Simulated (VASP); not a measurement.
# Co (P-3m1) in VASP: notebook, part 2 of 2

VASP 6.6.1.

## 5. Single point, PBE

This run uses another cell than the first one, of 10.89 Å³/atom, 1.220 times its volume.

The input, INCAR:

```
SYSTEM = Co
PREC = Accurate
ENCUT = 520
EDIFF = 1E-6
ISMEAR = -1
SIGMA = 0.08
LREAL = .FALSE.
LASPH = .TRUE.
NELM = 80
ALGO = Normal
ISIF = 2
LWAVE = .FALSE.
LCHARG = .FALSE.
GGA = PE
NBANDS = 16
```

The input, KPOINTS:

```
Automatic mesh
0
G
  15 15 8
  0 0 0
```

The input, POSCAR:

```
Co
1.0
    2.4873648738      0.0000000000      0.0000000000
   -1.2436824369      2.1541211692      0.0000000000
    0.0000000000      0.0000000000      4.0632895034
Co
2
Direct
    0.6666666667      0.3333333333      0.2598610000
    0.3333333333      0.6666666667      0.7401390000
```

Potentials or basis: VASP PAW PBE potentials, release 64 (Co).

On the command line:

```bash
> cat potpaw_PBE.64/Co/POTCAR > POTCAR
> mpirun -np 1 vasp_std > vasp.out
```

OUTCAR:

```text
SYSTEM = Co
   PREC = Accurate
   ENCUT = 520
   EDIFF = 1E-6
   ISMEAR = -1
   LREAL = .FALSE.
   LASPH = .TRUE.
   NELM = 80
   ISIF = 2
   GGA = PE

 ion  position               nearest neighbor table
   1  0.667  0.333  0.260-   2 2.42   2 2.42   2 2.42   2 2.55   2 2.55   2 2.55
   2  0.333  0.667  0.740-   1 2.42   1 2.42   1 2.42   1 2.55   1 2.55   1 2.55

  LATTYP: Found a hexagonal cell.
 ALAT       =     2.4873648738
 C/A-ratio  =     1.6335719565

  Lattice vectors:

 A1 = (   2.4873648738,   0.0000000000,   0.0000000000)
 A2 = (  -1.2436824369,   2.1541211692,   0.0000000000)
 A3 = (   0.0000000000,   0.0000000000,   4.0632895034)

Analysis of symmetry for initial positions (statically):
=====================================================================
 Subroutine PRICEL returns:
 Original cell was already a primitive cell.

 Routine SETGRP: Setting up the symmetry group for a
 hexagonal supercell.

 Subroutine GETGRP returns: Found 12 space group operations
 (whereof 12 operations were pure point group operations)
 out of a pool of 24 trial point group operations.

The static configuration has the point symmetry D_3d.

Analysis of symmetry for dynamics (positions and initial velocities):
=====================================================================
 Subroutine PRICEL returns:
 Original cell was already a primitive cell.

 Routine SETGRP: Setting up the symmetry group for a
 hexagonal supercell.

 Subroutine GETGRP returns: Found 12 space group operations
 (whereof 12 operations were pure point group operations)
 out of a pool of 24 trial point group operations.

The dynamic configuration has the point symmetry D_3d.

 Subroutine INISYM returns: Found 12 space group operations
 (whereof 12 operations are pure point group operations),
 and found     1 'primitive' translations

----------------------------------------------------------------------------------------

                                     Primitive cell

  volume of cell :      21.7715

  direct lattice vectors                    reciprocal lattice vectors
     2.487364874  0.000000000  0.000000000     0.402031889  0.232113220  0.000000000
    -1.243682437  2.154121169  0.000000000     0.000000000  0.464226439  0.000000000
     0.000000000  0.000000000  4.063289503     0.000000000  0.000000000  0.246106018

  length of vectors
     2.487364874  2.487364874  4.063289503     0.464226439  0.464226439  0.246106018

  position of ions in fractional coordinates (direct lattice)
     0.666666667  0.333333333  0.259861000
     0.333333333  0.666666667  0.740139000

  ion indices of the primitive-cell ions
   primitive index   ion index
                 1           1
                 2           2

----------------------------------------------------------------------------------------

 KPOINTS: Automatic mesh

Automatic generation of k-mesh.
 Grid dimensions read from file:
 generate k-points for:   15   15    8

 Generating k-lattice:

  Cartesian coordinates                     Fractional coordinates (reciprocal lattice)
     0.026802126  0.015474215  0.000000000     0.066666667  0.000000000  0.000000000
     0.000000000  0.030948429  0.000000000     0.000000000  0.066666667  0.000000000
     0.000000000  0.000000000  0.030763252     0.000000000  0.000000000  0.125000000

  Length of vectors
     0.030948429  0.030948429  0.030763252

  Shift w.r.t. Gamma in fractional coordinates (k-lattice)
     0.000000000  0.000000000  0.000000000

 Subroutine IBZKPT returns following result:
 ===========================================

 Found    192 irreducible k-points:

 Following reciprocal coordinates:
            Coordinates               Weight
  0.000000  0.000000  0.000000      1.000000
  0.066667 -0.000000  0.000000      6.000000
  0.133333 -0.000000  0.000000      6.000000
  0.200000 -0.000000  0.000000      6.000000
  0.266667 -0.000000  0.000000      6.000000
  0.333333 -0.000000  0.000000      6.000000
[... 16 lines left out ...]
  0.333333  0.200000  0.000000     12.000000
  0.400000  0.200000  0.000000      6.000000
 [... further k-points ...]
   k-points           NKPTS =    192   k-points in BZ     NKDIM =    192   number of bands    NBANDS=     16
   number of dos      NEDOS =    301   number of ions     NIONS =      2
   total plane-waves  NPLWV =   9720
   dimension x,y,z NGX =    18 NGY =   18 NGZ =   30
   dimension x,y,z NGXF=    36 NGYF=   36 NGZF=   60
   ions per type =               2
   NGX,Y,Z   is equivalent  to a cutoff of  12.03, 12.03, 12.27 a.u.
   NGXF,Y,Z  is equivalent  to a cutoff of  24.06, 24.06, 24.55 a.u.
 SYSTEM =  Co
   PREC   = accura    normal or accurate (medium, high low for compatibility)
   ISTART =      0    job   : 0-new  1-cont  2-samecut
   ICHARG =      2    charge: 1-file 2-atom 10-const
   ISPIN  =      1    spin polarized calculation?
   LNONCOLLINEAR =      F non collinear calculations
   LSORBIT =      F    spin-orbit coupling
   LASPH  =      T    aspherical Exc in radial PAW
   ENCUT  =  520.0 eV  38.22 Ry    6.18 a.u.   4.62  4.62  7.56*2*pi/ulx,y,z
   NELM   =     80;   NELMIN=  2; NELMDL= -5     # of ELM steps
   EDIFF  = 0.1E-05   stopping-criterion for ELM
   LREAL  =      F    real-space projection
   EDIFFG = 0.1E-04   stopping-criterion for IOM
   NSW    =      0    number of steps for IOM
   IBRION =     -1    ionic relax: 0-MD 1-quasi-New 2-CG
   NFREE  =      0    steps in history (QN), initial steepest desc. (CG)
   ISIF   =      2    stress and relaxation
   ISYM   =      2    0-nonsym 1-usesym 2-fastsym
   POTIM  = 0.5000    time-step for ionic-motion
   TEBEG  =    0.0;   TEEND  =   0.0 temperature during run
   PSTRESS=    0.0 pullay stress
   NELECT =      18.0000    total number of electrons
   NUPDOWN=      -1.0000    fix difference up-down
   EMIN   =  10.00;   EMAX   =-10.00  energy-range for DOS
   EFERMI =   0.00;   METHOD = LEGACY
   ISMEAR =    -1;   SIGMA  =   0.08  broadening in eV -4-tet -1-fermi 0-gaus
   EFERMI_NEDOS =   21; number of points for ismear=-14 and -15
   IALGO  =     38    algorithm
   IMIX   =      4    mixing-type and parameters
     AMIX     =   0.40;   BMIX     =  1.00
     AMIX_MAG =   1.60;   BMIX_MAG =  1.00
  volume/ion in A,a.u.               =      10.89        73.46
  Fermi-wavevector in a.u.,A,eV,Ry     =   1.536514  2.903591 32.121660  2.360875
  Thomas-Fermi vector in A             =   2.643152
   LORBIT       =      0    0 simple, 1 ext, 2 COOP (PROOUT), +10 PAW based schemes
   GGA     = PE    functional components
   LHFCALC =     F    Hartree Fock is set to
   AEXX    =    0.0000 exact exchange contribution
   IVDW    =     0    specifies the selected vdW correction
   LEPSILON=     F    determine dielectric tensor
   LRPA    =     F    only Hartree local field effects (RPA)
 non-spin polarized calculation
  energy-cutoff  :      520.00
  volume of cell :       21.77
 maximum number of plane-waves:       600
   NGX =  9   NGY =  9   NGZ = 15

 number of electron      17.9999996 magnetization

 Free energy of the ion-electron system (eV)
  ---------------------------------------------------
  ext. energy  EPLUGINS =         0.00000000
  ---------------------------------------------------
  free energy    TOTEN  =       -13.62967664 eV

  energy without entropy =      -13.50475254  energy(sigma->0) =      -13.56721459

 E-fermi :  10.1009     XC(G=0): -13.3975

 val. band max:       10.0986064758   @ k =   0.3333   0.3333   0.1250
 cond. band min:      10.1017147345   @ k =   0.2667   0.2667   0.1250
 fundamental gap:      0.0031082587
 Fermi energy:        10.1009145154

 k-point     1 :       0.0000    0.0000    0.0000
  band No.  band energies     occupation
      1       1.3074      2.00000
      2       5.4970      2.00000
      3       8.2677      2.00000
      4       8.3470      2.00000
      5       8.3470      2.00000
      6       8.6427      2.00000
[... 8 lines left out ...]
     15      35.0648      0.00000
     16      35.1323      0.00000

 k-point     2 :       0.0667   -0.0000    0.0000
  band No.  band energies     occupation
      1       1.4645      2.00000
      2       5.5989      2.00000
      3       8.1225      2.00000
      4       8.4228      2.00000
      5       8.4643      2.00000
      6       8.5996      2.00000
[... 8 lines left out ...]
     15      33.0689      0.00000
     16      33.4209      0.00000
[... 387 lines left out ...]
      5       7.9995      2.00000
      6       8.3159      2.00000
[... 8 lines left out ...]
     15      21.1268      0.00000
     16      24.7671      0.00000

 k-point    24 :       0.4000    0.2000    0.0000
  band No.  band energies     occupation
      1       6.4028      2.00000
      2       6.4252      2.00000
      3       6.5481      2.00000
      4       7.4242      2.00000
      5       8.0339      2.00000
      6       8.2164      2.00000
[... 8 lines left out ...]
     15      21.7678      0.00000
     16      23.5019      0.00000

 [... further k-points ...]
[... 5 lines left out ...]
  --------------------------------------------------------------------------------------
  -------------------------------------------------------------------------------------
  Total       -1.3535060     -1.3535060     -1.7493569      0.0000000      0.0000000      0.0000000
  in kB      -99.6055095    -99.6055095   -128.7364724      0.0000000      0.0000000      0.0000000
  external PRESSURE =    -109.3158305 kB  Pullay stress =       0.0000000 kB

 VOLUME and BASIS-vectors are now :
 -----------------------------------------------------------------------------
  energy-cutoff  :      520.00
  volume of cell :       21.77
      direct lattice vectors                 reciprocal lattice vectors
     2.487364874  0.000000000  0.000000000     0.402031889  0.232113220  0.000000000
    -1.243682437  2.154121169  0.000000000     0.000000000  0.464226439  0.000000000
     0.000000000  0.000000000  4.063289503     0.000000000  0.000000000  0.246106018

 POSITION                                       TOTAL-FORCE (eV/Angst)
 -----------------------------------------------------------------------------------
      1.24368      0.71804      1.05589         0.000000     -0.000000     -0.570054
     -0.00000      1.43608      3.00740        -0.000000      0.000000      0.570054
 -----------------------------------------------------------------------------------
    total drift:                                0.000000     -0.000000     -0.000000

  FREE ENERGIE OF THE ION-ELECTRON SYSTEM (eV)
  ---------------------------------------------------
  free  energy   TOTEN  =       -13.6296766377 eV

  energy  without entropy=      -13.5047525380  energy(sigma->0) =      -13.56721459
```

OSZICAR:

```text
N       E                     dE             d eps       ncg     rms          rms(c)
DAV:   1     0.755461061905E+02    0.75546E+02   -0.84450E+03  6288   0.153E+03
DAV:   2    -0.140779218499E+02   -0.89624E+02   -0.82234E+02  6152   0.239E+02
DAV:   3    -0.161921894024E+02   -0.21143E+01   -0.20653E+01  7752   0.508E+01
DAV:   4    -0.162270028131E+02   -0.34813E-01   -0.34804E-01  8688   0.494E+00
DAV:   5    -0.162272524177E+02   -0.24960E-03   -0.24960E-03  7800   0.411E-01    0.142E+01
DAV:   6    -0.141598085205E+02    0.20674E+01   -0.12219E+01  6512   0.737E+01    0.568E+00
DAV:   7    -0.136682584131E+02    0.49155E+00   -0.19205E+00  7016   0.273E+01    0.170E+00
DAV:   8    -0.136358771312E+02    0.32381E-01   -0.20283E-02  9960   0.237E+00    0.588E-01
DAV:   9    -0.136297879432E+02    0.60892E-02   -0.11967E-03  9264   0.438E-01    0.606E-02
DAV:  10    -0.136296741568E+02    0.11379E-03   -0.10202E-04  7240   0.102E-01    0.396E-02
DAV:  11    -0.136296775588E+02   -0.34020E-05   -0.54135E-06  8184   0.246E-02    0.197E-02
DAV:  12    -0.136296765471E+02    0.10117E-05   -0.65667E-07  4576   0.919E-03    0.238E-03
DAV:  13    -0.136296766377E+02   -0.90594E-07   -0.79567E-08  3472   0.425E-03
   1 F= -.13629677E+02 E0= -.13567215E+02  d E =-.124924E+00
```

Run time: 30 s. Hardware: 1 thread of Intel Xeon 6975P-C (Granite Rapids), shared host; peak memory 0.17 GiB.

What came out:

| Property | Result |
| --- | --- |
| Free energy | -13.6297 eV |
| Pressure | -10.9 GPa |
| Largest force | 0.570 eV/Å |
| Band gap on the k mesh | zero (band 9 reaches 10.42 eV, above the bottom of band 10 at 9.05 eV) |

Forces in eV/Å, atoms in the order of the input:
```
Co   0.000  0.000 -0.570
Co   0.000  0.000  0.570
```

Caveat: the run has no spin polarisation, though such a crystal can be magnetic. Spin polarisation is off, so any magnetic state and its effect on volume and gap are missing.

## 6. Single point, PBE (volume scaled by 1.06)

The input, INCAR:

```
SYSTEM = Co
ALGO = Normal
EDIFF = 1E-7
ENCUT = 520
GGA = PE
ISIF = 2
ISMEAR = -1
LASPH = .True.
LCHARG = .True.
LELF = .True.
LREAL = .False.
LVHAR = .True.
LWAVE = .False.
NBANDS = 16
NELM = 80
PREC = Accurate
SIGMA = 0.08
```

The input, KPOINTS:

```
k-points
0
Gamma
  15 15 8
  0 0 0
```

The input, POSCAR:

```
Co
1.0
    2.5361491194      0.0000000000      0.0000000000
   -1.2680745597      2.1963695652      0.0000000000
    0.0000000000      0.0000000000      4.1429820789
Co
2
Direct
    0.6666666667      0.3333333333      0.2598610000
    0.3333333333      0.6666666667      0.7401390000
```

Potentials or basis: VASP PAW PBE potentials, release 64 (Co).

On the command line:

```bash
> cat potpaw_PBE.64/Co/POTCAR > POTCAR
> mpirun -np 1 vasp_std > vasp.out
```

Run time: 30 s. Hardware: 1 thread of Intel Xeon 6975P-C (Granite Rapids), shared host; peak memory 0.18 GiB.

The run converged. Its results:

```yaml
Free_energy: -13.4987 eV
Pressure: -20.6 GPa
Largest_force: 0.407 eV/Å
Band_gap_on_the_k_mesh: zero (band 9 reaches 9.55 eV, above the bottom of band 10 at 8.29 eV)
```

Forces on the atoms (eV/Å):
```
Co   0.000  0.000 -0.407
Co   0.000  0.000  0.407
```

Stress tensor (GPa, compression positive):
```
-19.72   0.00   0.00
  0.00 -19.72   0.00
  0.00   0.00 -22.29
```

Levels at points of the mesh, in eV from the Fermi level:
```tsv
k point	band 6	band 7	band 8	band 9	band 10	band 11	band 12	band 13
(0.00, 0.00, 0.00)	-1.33	-1.33	-0.90	-0.90	0.00	0.11	0.11	6.23
(0.00, 0.00, 0.50)	-1.66	-1.65	-1.65	-0.27	-0.27	-0.12	-0.12	13.83
```

Caveat: the cell differs from its parent crystal (volume scaled by 1.06); the run has no spin polarisation, though such a crystal can be magnetic. Spin polarisation is off, so any magnetic state and its effect on volume and gap are missing.

## 7. Overview

```tsv
cell	gap on the mesh (eV)	pressure (GPa)	largest force (eV/Å)
a = 2.328, b = 2.328, c = 3.803 Å, angles 90.0, 90.0, 120.0°, 2 atoms	none	52.4	1.35
a = 2.384, b = 2.384, c = 3.894 Å, angles 90.0, 90.0, 120.0°, 2 atoms	none	23.2	1.03
a = 2.437, b = 2.437, c = 3.980 Å, angles 90.0, 90.0, 120.0°, 2 atoms	none	3.0	0.77
a = 2.487, b = 2.487, c = 4.063 Å, angles 90.0, 90.0, 120.0°, 2 atoms	none	-10.9	0.57
a = 2.536, b = 2.536, c = 4.143 Å, angles 90.0, 90.0, 120.0°, 2 atoms	none	-20.6	0.41
```

Alike in all rows: task single point; level PBE; potentials or basis VASP PAW PBE potentials, release 64 (Co); no spin polarisation; k mesh 15 × 15 × 8; cutoff (eV) 520; smearing fermi-dirac 0.08 eV.

Caveats: the run has no spin polarisation, though such a crystal can be magnetic; forces of over 1 eV/Å act on the atoms, so gaps and moduli don't describe the material at rest (some runs).

Total energies depend on the potentials used, so only differences within one code and one set of settings carry meaning.
